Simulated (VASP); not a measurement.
Crystal: Te.

```
Te
1.0
     3.76866   -2.11917    0.00000
     3.76866    2.11917    0.00000
    -0.09302    0.00000    5.89532
Te
3
Cartesian
  0.0000 0.0000 0.0000
  2.3009 0.0000 1.9974
  5.1434 0.0000 3.8979
```

Base run:

* Program: VASP 6.6.1
* Functional: r2SCAN
* Potentials or basis: VASP PAW PBE potentials, release 64 (Te)
* Cutoff: 520 eV
* k mesh: 7 × 7 × 5
* Occupations: fermi-dirac, width 0.05 eV
* Spin: no spin polarisation

Its results: band gap on the k mesh zero (band 9 reaches 6.92 eV, above the bottom of band 10 at 6.88 eV); pressure 2.4 GPa; largest force 0.139 eV/Å.

Q: The run is repeated on the same cell with these changes: functional from r2SCAN to LDA; potentials or basis from VASP PAW PBE potentials, release 64 (Te) to VASP PAW LDA potentials, release 64 (Te). What comes out?

A: Band gap on the k mesh zero (band 9 reaches 6.86 eV, above the bottom of band 10 at 6.85 eV); pressure -0.7 GPa; largest force 0.199 eV/Å.

Caveats: spin-orbit coupling is left out, which moves the levels of the heavy elements; the PAW data sets were made with another functional, which shifts forces and pressure a little (some runs).
